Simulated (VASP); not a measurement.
# CaHfS2 (P4/mmm) in VASP: a series of runs, part 2 of 2

VASP 6.6.1. The steps go on from the part before.

### Step 4. Relaxation of cell and atoms, PBE

File INCAR:

```
SYSTEM = CaHfS2
  ALGO = Normal
  EDIFF = 1E-7
  EDIFFG = -0.04
  ENCUT = 600
  GGA = PE
  IBRION = 2
  ISIF = 3
  ISMEAR = 0
  LASPH = .True.
  LCHARG = .False.
  LREAL = .False.
  LWAVE = .False.
  NELM = 100
  NSW = 90
  PREC = Accurate
  SIGMA = 0.1
```

File KPOINTS:

```
k-points
0
Gamma
  4 4 4
  0 0 0
```

File POSCAR:

```
CaHfS2
1.0
    3.7783351200      0.0000000000      0.0000000000
    0.0000000000      3.7783351200      0.0000000000
    0.0000000000      0.0000000000      6.6138298000
Ca Hf S
1 1 2
Direct
    0.5000000000      0.5000000000      0.5000000000
    0.0000000000      0.0000000000      0.5000000000
    0.5000000000      0.5000000000      0.8020951500
    0.5000000000      0.5000000000      0.1979048500
```

Started as:

```sh
$ cat potpaw_PBE.64/Ca_sv/POTCAR potpaw_PBE.64/Hf_pv/POTCAR potpaw_PBE.64/S/POTCAR > POTCAR
$ mpirun -np 1 vasp_std > vasp.out
```

It took 15 min on 1 thread of Intel Xeon 8259CL, shared host; peak memory 0.26 GiB.

The run converged. Its results:

- Free energy: -16.5624 eV
- Relaxed volume: 33.92 Å³/atom
- Relaxed cell: a = 4.387 Å, b = 4.387 Å, c = 7.050 Å, α = 90.00°, β = 90.00°, γ = 90.00°
- Space group after relaxing (to 0.1 Å): P4/mmm (No. 123)
- Energy gained by relaxing: 1080.0 meV/atom
- Ionic steps: 19
- Pressure after relaxing: 0.0 GPa
- Largest force after relaxing: 0.025 eV/Å
- Band gap on the k mesh: zero (bands 16 and 17 overlap by 0.32 eV)

Forces in eV/Å, atoms in the order of the input:
```
Ca   0.000  0.000  0.000
Hf   0.000  0.000  0.000
S    0.000  0.000 -0.025
S    0.000  0.000  0.025
```

Step by step:
```
step  energy change (eV)  largest force (eV/Å)  pressure (GPa)  volume (Å³)
   1              0.0000                7.2974           21.78        94.42
   2             -1.5700                1.1207           -2.33       143.31
   3             -2.6398                0.7203            1.95       116.43
   4             -2.6691                0.8137            2.59       114.56
   5             -2.6789                1.0435            3.90       111.46
   6             -3.6392                2.4109            0.63       124.82
   7             -4.1068                0.5574           -0.13       148.98
   8             -4.1544                1.9607           -0.70       141.40
   9             -4.1619                1.7703           -0.66       142.83
  10             -3.9295                4.4911            1.61       146.93
  11             -4.2444                0.0850           -0.29       144.41
  12             -4.2945                0.2147           -1.18       143.18
  13             -4.2948                0.2026           -1.12       143.29
  14             -4.3128                0.4410           -0.16       137.99
  15             -4.3131                0.3691           -0.27       138.53
  16             -4.3197                0.0237           -0.04       135.70
  17             -4.3198                0.0008           -0.06       135.87
  18             -4.3199                0.0428            0.10       135.53
  19             -4.3200                0.0247            0.03       135.67
```

Final structure:
```
Ca Hf S
1.0
     4.38687    0.00000    0.00000
     0.00000    4.38687    0.00000
     0.00000    0.00000    7.04992
Ca Hf S
1 1 2
Direct
  0.50000 0.50000 0.50000
  0.00000 0.00000 0.50000
  0.50000 0.50000 0.85935
  0.50000 0.50000 0.14065
```

Levels at points of the mesh, in eV from the Fermi level:
| k point | band 13 | band 14 | band 15 | band 16 | band 17 | band 18 | band 19 | band 20 |
| --- | --- | --- | --- | --- | --- | --- | --- | --- |
| (0.00, 0.00, 0.00) | -3.09 | -1.28 | -1.06 | -1.06 | -0.21 | 0.15 | 1.15 | 1.15 |
| (0.50, 0.00, 0.00) | -1.80 | -1.58 | -0.67 | 0.06 | 0.08 | 0.42 | 0.68 | 0.78 |
| (0.50, 0.50, 0.00) | -1.99 | -1.99 | -1.21 | -0.45 | 0.39 | 1.01 | 1.01 | 1.58 |
| (0.00, 0.00, 0.50) | -3.45 | -1.27 | -0.52 | -0.52 | -0.21 | 0.25 | 0.62 | 0.62 |
| (0.50, 0.00, 0.50) | -2.77 | -0.60 | -0.27 | -0.20 | 0.28 | 0.76 | 0.88 | 0.99 |
| (0.50, 0.50, 0.50) | -1.44 | -1.44 | -1.16 | -0.59 | -0.02 | -0.02 | 0.46 | 1.74 |

Caveat: the k points lie up to 0.36 Å⁻¹ apart in the final cell; the volume moved by over 15 % at a fixed basis, so the end points are rough; spin-orbit coupling is left out, which moves the levels of the heavy elements.

### Step 5. Single point, PBE

This run uses another cell than the first one, of 34.02 Å³/atom.

File INCAR:

```
ALGO = Normal ; EDIFF = 1E-7
ENCUT = 520 ; GGA = PE
ISIF = 2 ; ISMEAR = 0
LASPH = True ; LCHARG = False
LREAL = False ; LWAVE = False
NBANDS = 24 ; NELM = 100
PREC = Accurate ; SIGMA = 0.1
```

File KPOINTS:

```
k-points
0
Gamma
  10 10 8
```

File POSCAR:

```
CaHfS2
1.0
    4.3952260418      0.0000000000      0.0000000000
    0.0000000000      4.3952260418      0.0000000000
    0.0000000000      0.0000000000      7.0438222606
Ca Hf S
1 1 2
Direct
    0.5000000000      0.5000000000      0.5000000000
    0.0000000000      0.0000000000      0.5000000000
    0.5000000000      0.5000000000      0.8584763573
    0.5000000000      0.5000000000      0.1415236427
```

Potentials or basis: VASP PAW PBE potentials, release 64 (Ca_sv, Hf_pv, S).

Started as:

```sh
$ cat potpaw_PBE.64/Ca_sv/POTCAR potpaw_PBE.64/Hf_pv/POTCAR potpaw_PBE.64/S/POTCAR > POTCAR
$ mpirun -np 1 vasp_std > vasp.out
```

OUTCAR:

```text
EDIFF = 1E-7
   ENCUT = 520
   GGA = PE
   ISIF = 2
   ISMEAR = 0
   LASPH = True
   LREAL = False
   NELM = 100
   PREC = Accurate

 ion  position               nearest neighbor table
   1  0.500  0.500  0.500-   3 2.53   4 2.53   2 3.11   2 3.11   2 3.11   2 3.11
   2  0.000  0.000  0.500-   1 3.11   1 3.11   1 3.11   1 3.11
   3  0.500  0.500  0.858-   4 1.99   1 2.53
   4  0.500  0.500  0.142-   3 1.99   1 2.53

  LATTYP: Found a simple tetragonal cell.
 ALAT       =     4.3952260418
 C/A-ratio  =     1.6026075095

  Lattice vectors:

 A1 = (   4.3952260418,   0.0000000000,   0.0000000000)
 A2 = (   0.0000000000,   4.3952260418,   0.0000000000)
 A3 = (   0.0000000000,   0.0000000000,   7.0438222606)

Analysis of symmetry for initial positions (statically):
=====================================================================
 Subroutine PRICEL returns:
 Original cell was already a primitive cell.

 Routine SETGRP: Setting up the symmetry group for a
 simple tetragonal supercell.

 Subroutine GETGRP returns: Found 16 space group operations
 (whereof 16 operations were pure point group operations)
 out of a pool of 16 trial point group operations.

The static configuration has the point symmetry D_4h.

Analysis of symmetry for dynamics (positions and initial velocities):
=====================================================================
 Subroutine PRICEL returns:
 Original cell was already a primitive cell.

 Routine SETGRP: Setting up the symmetry group for a
 simple tetragonal supercell.

 Subroutine GETGRP returns: Found 16 space group operations
 (whereof 16 operations were pure point group operations)
 out of a pool of 16 trial point group operations.

The dynamic configuration has the point symmetry D_4h.

 Subroutine INISYM returns: Found 16 space group operations
 (whereof 16 operations are pure point group operations),
 and found     1 'primitive' translations

----------------------------------------------------------------------------------------

                                     Primitive cell

  volume of cell :     136.0726

  direct lattice vectors                    reciprocal lattice vectors
     4.395226042  0.000000000  0.000000000     0.227519584  0.000000000  0.000000000
     0.000000000  4.395226042  0.000000000     0.000000000  0.227519584  0.000000000
     0.000000000  0.000000000  7.043822261     0.000000000  0.000000000  0.141968375

  length of vectors
     4.395226042  4.395226042  7.043822261     0.227519584  0.227519584  0.141968375

  position of ions in fractional coordinates (direct lattice)
     0.500000000  0.500000000  0.500000000
     0.000000000  0.000000000  0.500000000
     0.500000000  0.500000000  0.858476357
     0.500000000  0.500000000  0.141523643

  ion indices of the primitive-cell ions
   primitive index   ion index
                 1           1
                 2           2
                 3           3
                 4           4

----------------------------------------------------------------------------------------

 KPOINTS: k-points

Automatic generation of k-mesh.
 Grid dimensions read from file:
 generate k-points for:   10   10    8

 Generating k-lattice:

  Cartesian coordinates                     Fractional coordinates (reciprocal lattice)
     0.022751958  0.000000000  0.000000000     0.100000000  0.000000000  0.000000000
     0.000000000  0.022751958  0.000000000     0.000000000  0.100000000  0.000000000
     0.000000000  0.000000000  0.017746047     0.000000000  0.000000000  0.125000000

  Length of vectors
     0.022751958  0.022751958  0.017746047

  Shift w.r.t. Gamma in fractional coordinates (k-lattice)
     0.000000000  0.000000000  0.000000000

 Subroutine IBZKPT returns following result:
 ===========================================

 Found    105 irreducible k-points:

 Following reciprocal coordinates:
            Coordinates               Weight
  0.000000  0.000000  0.000000      1.000000
  0.100000  0.000000  0.000000      4.000000
  0.200000  0.000000  0.000000      4.000000
  0.300000  0.000000  0.000000      4.000000
  0.400000  0.000000  0.000000      4.000000
  0.500000  0.000000  0.000000      2.000000
[... 16 lines left out ...]
  0.100000  0.000000  0.125000      8.000000
  0.200000  0.000000  0.125000      8.000000
 [... further k-points ...]
   k-points           NKPTS =    105   k-points in BZ     NKDIM =    105   number of bands    NBANDS=     24
   number of dos      NEDOS =    301   number of ions     NIONS =      4
   total plane-waves  NPLWV =  69984
   dimension x,y,z NGX =    36 NGY =   36 NGZ =   54
   dimension x,y,z NGXF=    72 NGYF=   72 NGZF=  108
   ions per type =               1   1   2
   NGX,Y,Z   is equivalent  to a cutoff of  13.62, 13.62, 12.74 a.u.
   NGXF,Y,Z  is equivalent  to a cutoff of  27.23, 27.23, 25.49 a.u.
 SYSTEM =  unknown system
   PREC   = accura    normal or accurate (medium, high low for compatibility)
   ISTART =      0    job   : 0-new  1-cont  2-samecut
   ICHARG =      2    charge: 1-file 2-atom 10-const
   ISPIN  =      1    spin polarized calculation?
   LNONCOLLINEAR =      F non collinear calculations
   LSORBIT =      F    spin-orbit coupling
   LASPH  =      T    aspherical Exc in radial PAW
   ENCUT  =  520.0 eV  38.22 Ry    6.18 a.u.   8.17  8.17 13.10*2*pi/ulx,y,z
   NELM   =    100;   NELMIN=  2; NELMDL= -5     # of ELM steps
   EDIFF  = 0.1E-06   stopping-criterion for ELM
   LREAL  =      F    real-space projection
   EDIFFG = 0.1E-05   stopping-criterion for IOM
   NSW    =      0    number of steps for IOM
   IBRION =     -1    ionic relax: 0-MD 1-quasi-New 2-CG
   NFREE  =      0    steps in history (QN), initial steepest desc. (CG)
   ISIF   =      2    stress and relaxation
   ISYM   =      2    0-nonsym 1-usesym 2-fastsym
   POTIM  = 0.5000    time-step for ionic-motion
   TEBEG  =    0.0;   TEEND  =   0.0 temperature during run
   PSTRESS=    0.0 pullay stress
   NELECT =      32.0000    total number of electrons
   NUPDOWN=      -1.0000    fix difference up-down
   EMIN   =  10.00;   EMAX   =-10.00  energy-range for DOS
   EFERMI =   0.00;   METHOD = LEGACY
   ISMEAR =     0;   SIGMA  =   0.10  broadening in eV -4-tet -1-fermi 0-gaus
   EFERMI_NEDOS =   21; number of points for ismear=-14 and -15
   IALGO  =     38    algorithm
   IMIX   =      4    mixing-type and parameters
     AMIX     =   0.40;   BMIX     =  1.00
     AMIX_MAG =   1.60;   BMIX_MAG =  1.00
  volume/ion in A,a.u.               =      34.02       229.57
  Fermi-wavevector in a.u.,A,eV,Ry     =   1.010496  1.909560 13.892935  1.021102
  Thomas-Fermi vector in A             =   2.143489
   LORBIT       =      0    0 simple, 1 ext, 2 COOP (PROOUT), +10 PAW based schemes
   GGA     = PE    functional components
   LHFCALC =     F    Hartree Fock is set to
   AEXX    =    0.0000 exact exchange contribution
   IVDW    =     0    specifies the selected vdW correction
   LEPSILON=     F    determine dielectric tensor
   LRPA    =     F    only Hartree local field effects (RPA)
 non-spin polarized calculation
 Gauss-broadening in eV      SIGMA  =   0.10
  energy-cutoff  :      520.00
  volume of cell :      136.07
 maximum number of plane-waves:      3700
 NGX is ok and might be reduce to    36
   NGX = 17   NGY = 17   NGZ = 27

 number of electron      32.0000005 magnetization

 Free energy of the ion-electron system (eV)
  ---------------------------------------------------
  ext. energy  EPLUGINS =         0.00000000
  ---------------------------------------------------
  free energy    TOTEN  =       -16.56341244 eV

  energy without entropy =      -16.54711984  energy(sigma->0) =      -16.55526614

 E-fermi :   1.6554     XC(G=0):  -7.8602

 val. band max:        1.6508750117   @ k =   0.5000   0.1000   0.1250
 cond. band min:       1.6736007042   @ k =   0.5000   0.4000   0.5000
 fundamental gap:      0.0227256925
 Fermi energy:         1.6553535732

 k-point     1 :       0.0000    0.0000    0.0000
  band No.  band energies     occupation
      1     -38.4576      2.00000
      2     -31.3890      2.00000
      3     -30.6692      2.00000
      4     -30.6692      2.00000
      5     -19.7375      2.00000
      6     -19.5398      2.00000
[... 637 lines left out ...]
     23       5.5273      0.00000
     24       5.9219      0.00000

 [... further k-points ...]

------------------------ aborting loop because EDIFF is reached ----------------------------------------

  FORCE on cell =-STRESS in cart. coord.  units (eV):
  Direction    XX          YY          ZZ          XY          YZ          ZX
  --------------------------------------------------------------------------------------
  -------------------------------------------------------------------------------------
  Total       -0.0814871     -0.0814871     -0.2515254      0.0000000      0.0000000      0.0000000
  in kB       -0.9594644     -0.9594644     -2.9615673      0.0000000      0.0000000      0.0000000
  external PRESSURE =      -1.6268320 kB  Pullay stress =       0.0000000 kB

 VOLUME and BASIS-vectors are now :
 -----------------------------------------------------------------------------
  energy-cutoff  :      520.00
  volume of cell :      136.07
      direct lattice vectors                 reciprocal lattice vectors
     4.395226042  0.000000000  0.000000000     0.227519584  0.000000000  0.000000000
     0.000000000  4.395226042  0.000000000     0.000000000  0.227519584  0.000000000
     0.000000000  0.000000000  7.043822261     0.000000000  0.000000000  0.141968375

 POSITION                                       TOTAL-FORCE (eV/Angst)
 -----------------------------------------------------------------------------------
      2.19761      2.19761      3.52191         0.000000      0.000000      0.000000
      0.00000      0.00000      3.52191         0.000000      0.000000      0.000000
      2.19761      2.19761      6.04695         0.000000     -0.000000      0.192454
      2.19761      2.19761      0.99687         0.000000      0.000000     -0.192454
 -----------------------------------------------------------------------------------
    total drift:                                0.000000      0.000000      0.000000

  FREE ENERGIE OF THE ION-ELECTRON SYSTEM (eV)
  ---------------------------------------------------
  free  energy   TOTEN  =       -16.5634124404 eV

  energy  without entropy=      -16.5471198392  energy(sigma->0) =      -16.55526614
```

OSZICAR:

```text
N       E                     dE             d eps       ncg     rms          rms(c)
DAV:   1     0.209032215859E+03    0.20903E+03   -0.15277E+04  5176   0.117E+03
DAV:   2    -0.255764330454E+01   -0.21159E+03   -0.20151E+03  6048   0.295E+02
DAV:   3    -0.186413490145E+02   -0.16084E+02   -0.15591E+02  8520   0.633E+01
DAV:   4    -0.196824818934E+02   -0.10411E+01   -0.10248E+01  8024   0.132E+01
DAV:   5    -0.197126765921E+02   -0.30195E-01   -0.30186E-01  7712   0.177E+00    0.190E+01
DAV:   6    -0.168155712752E+02    0.28971E+01   -0.71493E+00  6408   0.994E+00    0.116E+01
DAV:   7    -0.165880403302E+02    0.22753E+00   -0.88091E-01  6832   0.397E+00    0.476E+00
DAV:   8    -0.165643104116E+02    0.23730E-01   -0.10568E-01  6312   0.209E+00    0.607E-01
DAV:   9    -0.165633142425E+02    0.99617E-03   -0.25762E-02  6968   0.773E-01    0.521E-01
DAV:  10    -0.165626395395E+02    0.67470E-03   -0.45959E-03  6200   0.326E-01    0.168E-01
DAV:  11    -0.165631928220E+02   -0.55328E-03   -0.74080E-04  5960   0.145E-01    0.854E-02
DAV:  12    -0.165633992619E+02   -0.20644E-03   -0.32438E-04  6664   0.818E-02    0.415E-02
DAV:  13    -0.165634055764E+02   -0.63145E-05   -0.90373E-05  6104   0.414E-02    0.183E-02
DAV:  14    -0.165634130487E+02   -0.74723E-05   -0.14561E-05  5488   0.161E-02    0.877E-03
DAV:  15    -0.165634125037E+02    0.54503E-06   -0.18589E-06  7040   0.666E-03    0.537E-03
DAV:  16    -0.165634124404E+02    0.63259E-07   -0.46374E-07  5632   0.310E-03
   1 F= -.16563412E+02 E0= -.16555266E+02  d E =-.162926E-01
```

stdout:

```text
POSCAR found type information on POSCAR CaHfS
 POSCAR found :  3 types and       4 ions
 scaLAPACK will be used
 LDA part: xc-table for (Slater+PW92), standard interpolation
 POSCAR, INCAR and KPOINTS ok, starting setup
 FFT: planning ... GRIDC
 FFT: planning ... GRID_SOFT
 FFT: planning ... GRID
 WAVECAR not read
 entering main loop
```

Wall time 6.2 min (1 thread of Intel Xeon 8259CL, shared host); peak memory 0.51 GiB.

What came out:

| Property | Result |
| --- | --- |
| Free energy | -16.5634 eV |
| Pressure | -0.2 GPa |
| Largest force | 0.192 eV/Å |
| Band gap on the k mesh | zero (bands 16 and 17 overlap by 0.38 eV) |

Forces in eV/Å, atoms in the order of the input:
```
Ca   0.000  0.000  0.000
Hf   0.000  0.000  0.000
S    0.000  0.000  0.192
S    0.000  0.000 -0.192
```

Caveat: spin-orbit coupling is left out, which moves the levels of the heavy elements.

### Step 6. Summary

```tsv
task	cell	k mesh	cutoff (eV)	gap on the mesh (eV)	pressure (GPa)	largest force (eV/Å)
single point	a = 3.778, b = 3.778, c = 6.614 Å, 4 atoms, atomic positions A	4 × 4 × 4	520	none	21.8	7.30
single point	a = 4.397, b = 4.397, c = 7.052 Å, 4 atoms, atomic positions B	4 × 4 × 4	520	none	-0.1	0.19
relaxation of cell and atoms	relaxed from a = 3.778, b = 3.778, c = 6.614 Å, 4 atoms, atomic positions A	4 × 4 × 4	600	none	0.0	0.02
single point	a = 4.395, b = 4.395, c = 7.044 Å, 4 atoms, atomic positions B	10 × 10 × 8	520	none	-0.2	0.19
```

Alike in all rows: level PBE; potentials or basis VASP PAW PBE potentials, release 64 (Ca_sv, Hf_pv, S); no spin polarisation; smearing gaussian 0.1 eV.

Caveats: some runs use coarse meshes; spin-orbit coupling is left out, which moves the levels of the heavy elements; forces of over 1 eV/Å act on the atoms, so gaps and moduli don't describe the material at rest (at least some runs); the volume moved by over 15 % at a fixed basis, so the end points are rough (at least some runs).

Total energies depend on the potentials used, so only differences within one code and one set of settings carry meaning.
